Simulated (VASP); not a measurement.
# W (P6_3/mmc) in VASP: further runs

The runs below take W through single point, relaxation of cell and atoms, with PBE.

Program: VASP 6.6.1. These are calculated values, not measurements. Logs are shortened: lines on timing, memory, paths and dates and some standing lists are left out, and cuts for length are marked.

**1. The cell of the first run**

The structure is hexagonal, space group P6_3/mmc (No. 194). Conventional cell: a = 2.966 Å, b = 2.966 Å, c = 12.986 Å, α = 90.00°, β = 90.00°, γ = 120.00°. W (site symmetry -6m2) has 12 W at 2.77 to 2.97 Å within 3.6 Å. W (site symmetry 3m) has 12 W at 2.75 to 2.97 Å within 3.6 Å.

The cell was generated, and may not be a known phase.

**2. Single point, PBE**

Contents of INCAR:

```
SYSTEM = W
PREC = Accurate
ENCUT = 520
EDIFF = 1E-7
ISMEAR = 0
SIGMA = 0.1
LREAL = .False.
LASPH = .True.
NELM = 100
ALGO = Fast
ISIF = 2
LWAVE = .False.
LCHARG = .True.
GGA = PE
LELF = .True.
LVHAR = .True.
NBANDS = 51
```

Contents of KPOINTS:

```
regular mesh
0
Gamma
  6 6 1
  0 0 0
```

Contents of POSCAR:

```
W
1.0
    2.9662751619     -0.0000000025      0.0000000000
   -1.4831375788      2.5688696461      0.0000000000
    0.0000000000      0.0000000000     12.9863988785
W
6
Direct
    0.0000000000      0.0000000000      0.7500000000
    0.3333333333      0.6666666667      0.9172827694
    0.6666666667      0.3333333333      0.0827172306
    0.0000000000      0.0000000000      0.2500000000
    0.6666666667      0.3333333333      0.4172827694
    0.3333333333      0.6666666667      0.5827172306
```

Potentials or basis: VASP PAW PBE potentials, release 64 (W_sv).

Run with:

```console
> cat potpaw_PBE.64/W_sv/POTCAR > POTCAR
> mpirun -np 1 vasp_std > vasp.out
```

OUTCAR:

```text
SYSTEM = W
   PREC = Accurate
   ENCUT = 520
   EDIFF = 1E-7
   ISMEAR = 0
   LREAL = .False.
   LASPH = .True.
   NELM = 100
   ISIF = 2
   GGA = PE

 ion  position               nearest neighbor table
   1  0.000  0.000  0.750-   2 2.77   6 2.77   2 2.77   6 2.77   2 2.77   6 2.77
   2  0.333  0.667  0.917-   3 2.75   3 2.75   3 2.75   1 2.77   1 2.77   1 2.77
   3  0.667  0.333  0.083-   2 2.75   2 2.75   2 2.75   4 2.77   4 2.77   4 2.77
   4  0.000  0.000  0.250-   3 2.77   5 2.77   3 2.77   5 2.77   3 2.77   5 2.77
   5  0.667  0.333  0.417-   6 2.75   6 2.75   6 2.75   4 2.77   4 2.77   4 2.77
   6  0.333  0.667  0.583-   5 2.75   5 2.75   5 2.75   1 2.77   1 2.77   1 2.77

  LATTYP: Found a hexagonal cell.
 ALAT       =     2.9662751619
 C/A-ratio  =     4.3780155817

  Lattice vectors:

 A1 = (   2.9662751619,  -0.0000000025,   0.0000000000)
 A2 = (  -1.4831375788,   2.5688696461,   0.0000000000)
 A3 = (   0.0000000000,   0.0000000000,  12.9863988785)

Analysis of symmetry for initial positions (statically):
=====================================================================
 Subroutine PRICEL returns:
 Original cell was already a primitive cell.

 Routine SETGRP: Setting up the symmetry group for a
 hexagonal supercell.

 Subroutine GETGRP returns: Found 24 space group operations
 (whereof 12 operations were pure point group operations)
 out of a pool of 24 trial point group operations.

The static configuration has the point symmetry D_3d.
 The point group associated with its full space group is D_6h.

Analysis of symmetry for dynamics (positions and initial velocities):
=====================================================================
 Subroutine PRICEL returns:
 Original cell was already a primitive cell.

 Routine SETGRP: Setting up the symmetry group for a
 hexagonal supercell.

 Subroutine GETGRP returns: Found 24 space group operations
 (whereof 12 operations were pure point group operations)
 out of a pool of 24 trial point group operations.

The dynamic configuration has the point symmetry D_3d.
 The point group associated with its full space group is D_6h.

 Subroutine INISYM returns: Found 24 space group operations
 (whereof 12 operations are pure point group operations),
 and found     1 'primitive' translations

----------------------------------------------------------------------------------------

                                     Primitive cell

  volume of cell :      98.9560

  direct lattice vectors                    reciprocal lattice vectors
     2.966275162 -0.000000003  0.000000000     0.337123141  0.194638136  0.000000000
    -1.483137579  2.568869646  0.000000000     0.000000000  0.389276273  0.000000000
     0.000000000  0.000000000 12.986398878     0.000000000  0.000000000  0.077003641

  length of vectors
     2.966275162  2.966275162 12.986398878     0.389276273  0.389276273  0.077003641

  position of ions in fractional coordinates (direct lattice)
     0.000000000  0.000000000  0.750000000
     0.333333333  0.666666667  0.917282769
     0.666666667  0.333333333  0.082717231
     0.000000000  0.000000000  0.250000000
     0.666666667  0.333333333  0.417282769
     0.333333333  0.666666667  0.582717231

  ion indices of the primitive-cell ions
   primitive index   ion index
                 1           1
                 2           2
                 3           3
                 4           4
                 5           5
                 6           6

----------------------------------------------------------------------------------------

 KPOINTS: regular mesh

Automatic generation of k-mesh.
 Grid dimensions read from file:
 generate k-points for:    6    6    1

 Generating k-lattice:

  Cartesian coordinates                     Fractional coordinates (reciprocal lattice)
     0.056187190  0.032439689  0.000000000     0.166666667  0.000000000  0.000000000
     0.000000000  0.064879379  0.000000000     0.000000000  0.166666667  0.000000000
     0.000000000  0.000000000  0.077003641     0.000000000  0.000000000  1.000000000

  Length of vectors
     0.064879379  0.064879379  0.077003641

  Shift w.r.t. Gamma in fractional coordinates (k-lattice)
     0.000000000  0.000000000  0.000000000

 Subroutine IBZKPT returns following result:
 ===========================================

 Found      7 irreducible k-points:

 Following reciprocal coordinates:
            Coordinates               Weight
  0.000000  0.000000  0.000000      1.000000
  0.166667 -0.000000  0.000000      6.000000
  0.333333  0.000000  0.000000      6.000000
  0.500000 -0.000000  0.000000      3.000000
  0.166667  0.166667  0.000000      6.000000
  0.333333  0.166667  0.000000     12.000000
  0.333333  0.333333  0.000000      2.000000
   k-points           NKPTS =      7   k-points in BZ     NKDIM =      7   number of bands    NBANDS=     51
   number of dos      NEDOS =    301   number of ions     NIONS =      6
[... 46 lines left out ...]
   LRPA    =     F    only Hartree local field effects (RPA)
 non-spin polarized calculation
 RMM-DIIS sequential band-by-band and
 Gauss-broadening in eV      SIGMA  =   0.10
  energy-cutoff  :      520.00
  volume of cell :       98.96
 maximum number of plane-waves:      2695
 NGX is ok and might be reduce to    24
   NGX = 11   NGY = 11   NGZ = 49

 number of electron      84.0000007 magnetization

 Free energy of the ion-electron system (eV)
  ---------------------------------------------------
  ext. energy  EPLUGINS =         0.00000000
  ---------------------------------------------------
  free energy    TOTEN  =       -74.67906942 eV

  energy without entropy =      -74.66337631  energy(sigma->0) =      -74.67122286

 E-fermi :  10.6306     XC(G=0): -13.3888

 val. band max:       10.4292932632   @ k =   0.3333   0.0000   0.0000
 cond. band min:      10.7245457058   @ k =   0.5000  -0.0000   0.0000
 fundamental gap:      0.2952524426
 Fermi energy:        10.6305948699

 k-point     1 :       0.0000    0.0000    0.0000
  band No.  band energies     occupation
      1     -63.2207      2.00000
      2     -63.1991      2.00000
      3     -63.1546      2.00000
      4     -63.1137      2.00000
      5     -63.0580      2.00000
      6     -63.0385      2.00000
[... 43 lines left out ...]
     50      12.3055      0.00000
     51      12.3188      0.00000

 k-point     2 :       0.1667   -0.0000    0.0000
  band No.  band energies     occupation
      1     -63.2013      2.00000
      2     -63.1835      2.00000
      3     -63.1412      2.00000
      4     -63.1081      2.00000
      5     -63.0510      2.00000
      6     -63.0357      2.00000
[... 43 lines left out ...]
     50      11.9769      0.00000
     51      12.8559      0.00000

 k-point     3 :       0.3333    0.0000    0.0000
  band No.  band energies     occupation
      1     -63.1583      2.00000
      2     -63.1491      2.00000
      3     -63.1150      2.00000
      4     -63.0998      2.00000
      5     -63.0384      2.00000
      6     -63.0324      2.00000
[... 43 lines left out ...]
     50      13.7010      0.00000
     51      13.7364      0.00000

 k-point     4 :       0.5000   -0.0000    0.0000
  band No.  band energies     occupation
      1     -63.1314      2.00000
      2     -63.1279      2.00000
      3     -63.1046      2.00000
      4     -63.0996      2.00000
      5     -63.0334      2.00000
      6     -63.0320      2.00000
[... 43 lines left out ...]
     50      14.7533      0.00000
     51      15.1081      0.00000

 k-point     5 :       0.1667    0.1667    0.0000
  band No.  band energies     occupation
      1     -63.1699      2.00000
      2     -63.1583      2.00000
      3     -63.1213      2.00000
      4     -63.1013      2.00000
      5     -63.0413      2.00000
      6     -63.0329      2.00000
[... 43 lines left out ...]
     50      12.7172      0.00000
     51      12.9775      0.00000

 k-point     6 :       0.3333    0.1667    0.0000
  band No.  band energies     occupation
      1     -63.1316      2.00000
      2     -63.1280      2.00000
      3     -63.1046      2.00000
      4     -63.0996      2.00000
      5     -63.0334      2.00000
      6     -63.0319      2.00000
[... 43 lines left out ...]
     50      14.5935      0.00000
     51      15.1324      0.00000

 k-point     7 :       0.3333    0.3333    0.0000
  band No.  band energies     occupation
      1     -63.1085      2.00000
      2     -63.1085      2.00000
      3     -63.1084      2.00000
      4     -63.1084      2.00000
      5     -63.0316      2.00000
      6     -63.0316      2.00000
[... 43 lines left out ...]
     50      14.3521      0.00000
     51      14.6182      0.00000

------------------------ aborting loop because EDIFF is reached ----------------------------------------

  FORCE on cell =-STRESS in cart. coord.  units (eV):
  Direction    XX          YY          ZZ          XY          YZ          ZX
  --------------------------------------------------------------------------------------
  -------------------------------------------------------------------------------------
  Total        0.1867340      0.1867340      0.5424420     -0.0000000     -0.0000000     -0.0000000
  in kB        3.0233734      3.0233734      8.7825710     -0.0000000     -0.0000000     -0.0000000
  external PRESSURE =       4.9431059 kB  Pullay stress =       0.0000000 kB

 VOLUME and BASIS-vectors are now :
 -----------------------------------------------------------------------------
  energy-cutoff  :      520.00
  volume of cell :       98.96
      direct lattice vectors                 reciprocal lattice vectors
     2.966275162 -0.000000003  0.000000000     0.337123141  0.194638136  0.000000000
    -1.483137579  2.568869646  0.000000000     0.000000000  0.389276273  0.000000000
     0.000000000  0.000000000 12.986398878     0.000000000  0.000000000  0.077003641

 POSITION                                       TOTAL-FORCE (eV/Angst)
 -----------------------------------------------------------------------------------
      0.00000      0.00000      9.73980        -0.000000      0.000000      0.000000
      0.00000      1.71258     11.91220        -0.000000     -0.000000     -0.011725
      1.48314      0.85629      1.07420         0.000000      0.000000      0.011725
      0.00000      0.00000      3.24660        -0.000000      0.000000      0.000000
      1.48314      0.85629      5.41900         0.000000     -0.000000     -0.011725
      0.00000      1.71258      7.56740        -0.000000      0.000000      0.011725
 -----------------------------------------------------------------------------------
    total drift:                                0.000000      0.000000      0.000000

  FREE ENERGIE OF THE ION-ELECTRON SYSTEM (eV)
  ---------------------------------------------------
  free  energy   TOTEN  =       -74.6790694200 eV

  energy  without entropy=      -74.6633763079  energy(sigma->0) =      -74.67122286
```

Wall time 73 s (1 thread of Intel Xeon 8259CL, shared host); peak memory 0.23 GiB.

Results:

- Free energy: -74.6791 eV
- Pressure: 0.5 GPa
- Largest force: 0.012 eV/Å
- Band gap on the k mesh: zero (bands 42 and 43 overlap by 0.77 eV)

Forces on the atoms (eV/Å):
```
W    0.000  0.000  0.000
W    0.000  0.000 -0.012
W    0.000  0.000  0.012
W    0.000  0.000  0.000
W    0.000  0.000 -0.012
W    0.000  0.000  0.012
```

Caveat: the k points lie up to 0.48 Å⁻¹ apart, too coarse for converged energies and pressures of a metal; spin-orbit coupling is left out, which moves the levels of the heavy elements.

**3. Single point, PBE**

This run uses another cell than the first one, of 27.17 Å³/atom.

Contents of INCAR:

```
SYSTEM = W
PREC = Accurate
ENCUT = 520
EDIFF = 1E-6
ISMEAR = 0
SIGMA = 0.1
LREAL = .False.
LASPH = .True.
NELM = 80
ALGO = Normal
ISIF = 2
LWAVE = .False.
LCHARG = .False.
GGA = PE
NBANDS = 51
```

KPOINTS is that of step 2.

Contents of POSCAR:

```
W
1.0
    3.4356863900      0.0000000000      0.0000000000
   -1.7178431900      2.9753916900      0.0000000000
    0.0000000000      0.0000000000     15.9459603500
W
6
Direct
    0.0000000000      0.0000000000      0.7500000000
    0.3333333300      0.6666666700      0.9166666700
    0.6666666700      0.3333333300      0.0833333300
    0.0000000000      0.0000000000      0.2500000000
    0.6666666700      0.3333333300      0.4166666700
    0.3333333300      0.6666666700      0.5833333300
```

Potentials or basis: VASP PAW PBE potentials, release 64 (W_sv).

Run with:

```console
> cat potpaw_PBE.64/W_sv/POTCAR > POTCAR
> mpirun -np 1 vasp_std > vasp.out
```

Wall time 1.7 min (1 thread of Intel Xeon 8259CL, shared host); peak memory 0.3 GiB.

The run converged. Its results:

| Quantity | Value |
| --- | --- |
| Free energy | -59.6740 eV |
| Pressure | -46.6 GPa |
| Largest force | 0.152 eV/Å |
| Band gap on the k mesh | zero (bands 42 and 43 overlap by 0.16 eV) |

Forces in eV/Å, atoms in the order of the input:
```
W    0.000  0.000  0.000
W    0.000  0.000  0.152
W    0.000  0.000 -0.152
W    0.000  0.000  0.000
W    0.000  0.000  0.152
W    0.000  0.000 -0.152
```

Stress tensor (GPa, compression positive):
```
-44.96   0.00   0.00
  0.00 -44.96   0.00
  0.00   0.00 -49.92
```

Levels at points of the mesh, in eV from the Fermi level:
```tsv
k point	band 40	band 41	band 42	band 43	band 44	band 45
(0.00, 0.00, 0.00)	-0.35	-0.32	-0.32	-0.13	-0.13	0.01
(0.50, 0.00, 0.00)	-0.06	-0.03	-0.01	0.10	0.56	1.04
```

Caveat: the k points lie up to 0.39 Å⁻¹ apart; spin-orbit coupling is left out, which moves the levels of the heavy elements.

**4. Single point, PBE**

This run uses another cell than the first one, of 16.53 Å³/atom.

Contents of INCAR:

```
PREC = Accurate
ENCUT = 520
EDIFF = 1E-6
ISMEAR = 0
SIGMA = 0.1
LREAL = F
LASPH = T
NELM = 80
ALGO = Normal
ISIF = 2
LWAVE = F
LCHARG = T
GGA = PE
LELF = T
LVHAR = T
NBANDS = 51
```

Contents of KPOINTS:

```
regular mesh
0
Gamma
  6 6 2
```

Contents of POSCAR:

```
W
1.0
    2.9645380537      0.0000000000      0.0000000000
   -1.4822690269      2.5673652650      0.0000000000
    0.0000000000      0.0000000000     13.0328999261
W
6
Direct
    0.0000000000      0.0000000000      0.7500000000
    0.3333333333      0.6666666667      0.9178541067
    0.6666666667      0.3333333333      0.0821458933
    0.0000000000      0.0000000000      0.2500000000
    0.6666666667      0.3333333333      0.4178541067
    0.3333333333      0.6666666667      0.5821458933
```

Run with:

```console
> cat potpaw_PBE.64/W_sv/POTCAR > POTCAR
> mpirun -np 1 vasp_std > vasp.out
```

Run time: 84 s. Hardware: 1 thread of Intel Xeon 8259CL, shared host; peak memory 0.24 GiB.

The run converged. Its results:

| Quantity | Value |
| --- | --- |
| Free energy | -74.6840 eV |
| Pressure | 0.5 GPa |
| Largest force | 0.004 eV/Å |
| Band gap on the k mesh | zero (bands 42 and 43 overlap by 0.89 eV) |

Forces on the atoms (eV/Å):
```
W    0.000  0.000  0.000
W    0.000  0.000  0.004
W    0.000  0.000 -0.004
W    0.000  0.000  0.000
W    0.000  0.000  0.004
W    0.000  0.000 -0.004
```

Stress tensor (GPa, compression positive):
```
0.53 0.00 0.00
0.00 0.53 0.00
0.00 0.00 0.34
```

Levels at points of the mesh, in eV from the Fermi level:
```
           k point  band 40  band 41  band 42  band 43  band 44  band 45
(0.00, 0.00, 0.00)    -0.64    -0.53    -0.53    -0.53    -0.38    -0.15
(0.50, 0.00, 0.00)    -0.44     0.14     0.22     0.29     1.33     2.12
(0.00, 0.00, 0.50)    -0.91    -0.53    -0.53    -0.53    -0.53     0.28
(0.50, 0.00, 0.50)    -0.79     0.36     0.36     0.85     0.85     1.89
```

Caveat: the k points lie up to 0.41 Å⁻¹ apart, too coarse for converged energies and pressures of a metal; spin-orbit coupling is left out, which moves the levels of the heavy elements.

**5. Relaxation of cell and atoms, PBE**

This run uses another cell than the first one, of 27.17 Å³/atom.

Contents of INCAR:

```
SYSTEM = W
PREC     = Accurate       ! precision mode
ENCUT    = 600            ! plane-wave cutoff, eV
EDIFF    = 1E-6           ! SCF threshold, eV
ISMEAR   = 0              ! smearing method
SIGMA    = 0.1            ! smearing width, eV
LREAL    = .FALSE.        ! projectors in reciprocal space
LASPH    = .TRUE.         ! aspherical terms in the spheres
NELM     = 100            ! most SCF steps
ALGO     = Fast           ! electronic algorithm
ISIF     = 3              ! what is computed and relaxed
LWAVE    = .FALSE.        ! write WAVECAR
LCHARG   = .FALSE.        ! write CHGCAR
GGA      = PE             ! functional
IBRION   = 2              ! ionic algorithm
NSW      = 90             ! ionic steps
EDIFFG   = -0.04          ! ionic threshold
```

Contents of KPOINTS:

```
regular mesh
0
G
  6 6 1
  0 0 0
```

Contents of POSCAR:

```
W
1.0
    3.4356863900      0.0000000000      0.0000000000
   -1.7178431900      2.9753916900      0.0000000000
    0.0000000000      0.0000000000     15.9459603500
W
6
Direct
    0.0000000000      0.0000000000      0.7500000000
    0.3333333300      0.6666666700      0.9166666700
    0.6666666700      0.3333333300      0.0833333300
    0.0000000000      0.0000000000      0.2500000000
    0.6666666700      0.3333333300      0.4166666700
    0.3333333300      0.6666666700      0.5833333300
```

Run with:

```console
> cat potpaw_PBE.64/W_sv/POTCAR > POTCAR
> mpirun -np 1 vasp_std > vasp.out
```

Run time: 36 min. Hardware: 1 thread of Intel Xeon 8259CL, shared host; peak memory 0.35 GiB.

The run converged. Its results:

```
Free energy                           : -74.6858 eV
Relaxed volume                        : 16.52 Å³/atom
Relaxed cell                          : a = 2.967 Å, b = 2.967 Å, c = 13.003 Å, α = 90.00°, β = 90.00°, γ = 120.00°
Space group after relaxing (to 0.1 Å) : P6_3/mmc (No. 194)
Pressure after relaxing               : 0.1 GPa
Largest force after relaxing          : 0.019 eV/Å
Band gap on the k mesh                : zero (bands 42 and 43 overlap by 0.77 eV)
```

Forces on the atoms (eV/Å):
```
W    0.000  0.000  0.000
W    0.000  0.000  0.019
W    0.000  0.000 -0.019
W    0.000  0.000  0.000
W    0.000  0.000  0.019
W    0.000  0.000 -0.019
```

Final structure:
```
CELL_PARAMETERS angstrom
2.96662 0.00000 0.00000
-1.48331 2.56917 0.00000
0.00000 0.00000 13.00307
ATOMIC_POSITIONS crystal
W 0.00000 0.00000 0.75000
W 0.33333 0.66667 0.91718
W 0.66667 0.33333 0.08282
W 0.00000 0.00000 0.25000
W 0.66667 0.33333 0.41718
W 0.33333 0.66667 0.58282
```

Levels at points of the mesh, in eV from the Fermi level:
| k point | band 39 | band 40 | band 41 | band 42 | band 43 | band 44 | band 45 | band 46 |
| --- | --- | --- | --- | --- | --- | --- | --- | --- |
| (0.00, 0.00, 0.00) | -0.65 | -0.62 | -0.61 | -0.60 | -0.60 | -0.47 | -0.20 | -0.20 |
| (0.50, 0.00, 0.00) | -0.67 | -0.54 | 0.09 | 0.17 | 0.23 | 1.29 | 2.08 | 2.51 |

Caveat: the k points lie up to 0.48 Å⁻¹ apart in the final cell, too coarse for converged energies and pressures of a metal; the volume moved by over 15 % at a fixed basis, so the end points are rough; spin-orbit coupling is left out, which moves the levels of the heavy elements.

**6. Summary**

```tsv
task	cell	k mesh	cutoff (eV)	gap on the mesh (eV)	pressure (GPa)	largest force (eV/Å)
single point	a = 2.966, b = 2.966, c = 12.986 Å, angles 90.0, 90.0, 120.0°, 6 atoms, atomic positions A	6 × 6 × 1	520	none	0.5	0.01
single point	a = 3.436, b = 3.436, c = 15.946 Å, angles 90.0, 90.0, 120.0°, 6 atoms, atomic positions B	6 × 6 × 1	520	none	-46.6	0.15
single point	a = 2.965, b = 2.965, c = 13.033 Å, angles 90.0, 90.0, 120.0°, 6 atoms, atomic positions C	6 × 6 × 2	520	none	0.5	-
relaxation of cell and atoms	relaxed from a = 3.436, b = 3.436, c = 15.946 Å, angles 90.0, 90.0, 120.0°, 6 atoms, atomic positions B	6 × 6 × 1	600	none	0.1	0.02
```

Alike in all rows: level PBE; potentials or basis VASP PAW PBE potentials, release 64 (W_sv); no spin polarisation; smearing gaussian 0.1 eV.

Caveats: all runs use coarse meshes; spin-orbit coupling is left out, which moves the levels of the heavy elements; the volume moved by over 15 % at a fixed basis, so the end points are rough (at least some runs).

Total energies depend on the potentials used, so only differences within one code and one set of settings carry meaning.

The gap in the log of VASP goes by the Fermi energy; the results here count the filled bands.